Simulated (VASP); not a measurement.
## AlSn: single point with PBE

The system is AlSn.

```xyz
2
Lattice="4.1981 0.0000 0.0000 -2.0991 3.6357 0.0000 0.0000 0.0000 3.3068" Properties=species:S:1:pos:R:3 pbc="T T T"
Al    0.0000    0.0000    0.0000
Sn    0.0000    2.4238    1.6534
```

* Program: VASP 6.6.1
* Task: single point
* Functional: PBE
* Potentials or basis: VASP PAW PBE potentials, release 64 (Al, Sn_d)
* Cutoff: 500 eV
* k mesh: 6 × 6 × 4
* Occupations: fermi-dirac, width 0.0861733 eV
* Spin: no spin polarisation
* Dipole correction: no
* Further INCAR settings: ALGO = Normal; EDIFF = 1e-06; NBANDS = 16

```json
{
 "Pressure": "1.0 GPa"
}
```

Stress tensor (GPa, compression positive):
```
-2.21  0.00  0.00
 0.00 -2.21  0.00
 0.00  0.00  7.53
```

Levels at points of the mesh, in eV from the Fermi level:
```
           k point  band 6  band 7  band 8  band 9  band 10  band 11
(0.00, 0.00, 0.00)  -10.25   -0.03   -0.03    0.89     2.80     3.31
(0.50, 0.00, 0.00)   -8.42   -6.15   -1.64    0.78     4.63     6.68
(0.00, 0.00, 0.50)   -7.24   -6.00    2.90    2.90     3.78     3.78
(0.50, 0.00, 0.50)   -5.54   -4.00   -2.99   -2.14     1.37     2.58
```

Run time: 15 s on 1 thread of Intel(R) Xeon(R) Platinum 8375C CPU @ 2.90GHz (Ice Lake), with other jobs on the host, peak memory 0.16 GiB.

Caveat: the k points lie up to 0.48 Å⁻¹ apart; spin-orbit coupling is left out, which moves the levels of the heavy elements.
